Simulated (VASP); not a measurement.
Crystal: Si.

```
Si
1.0
     0.00000    2.71550    2.71550
     2.71550    0.00000    2.71550
     2.71550    2.71550    0.00000
Si
2
Direct
  0.00000 0.00000 0.00000
  0.25000 0.25000 0.25000
```

- Program: VASP 6.6.1
- Task: relaxation of cell and atoms
- Functional: PBE
- Potentials or basis: VASP PAW PBE potentials, release 64 (Si)
- Cutoff: 500 eV
- k mesh: 8 × 8 × 8
- Occupations: gaussian, width 0.02 eV
- Spin: no spin polarisation

At the start: pressure 1.9 GPa; volume 20.02 Å³/atom.

How do energy, volume and symmetry change on relaxing?

Over 3 steps the energy falls by 2.5 meV/atom and the volume is 20.44 Å³/atom (+2.1 %); space group Fd-3m (No. 227, to 0.05 Å).

The path:
```
step  energy change (eV)  largest force (eV/Å)  pressure (GPa)  volume (Å³)
   1              0.0000                0.0000            1.93        40.05
   2             -0.0027                0.0000           -1.21        41.46
   3             -0.0049                0.0000            0.01        40.88
```

Final structure:
```cif
data_structure
_symmetry_space_group_name_H-M 'P 1'
_symmetry_Int_Tables_number 1
_cell_length_a 3.8669
_cell_length_b 3.8669
_cell_length_c 3.8669
_cell_angle_alpha 60.000
_cell_angle_beta 60.000
_cell_angle_gamma 60.000
_cell_volume 40.88
loop_
_atom_site_label
_atom_site_type_symbol
_atom_site_fract_x
_atom_site_fract_y
_atom_site_fract_z
_atom_site_occupancy
Si1 Si 0.00000 0.00000 0.00000 1
Si2 Si 0.25000 0.25000 0.25000 1
```
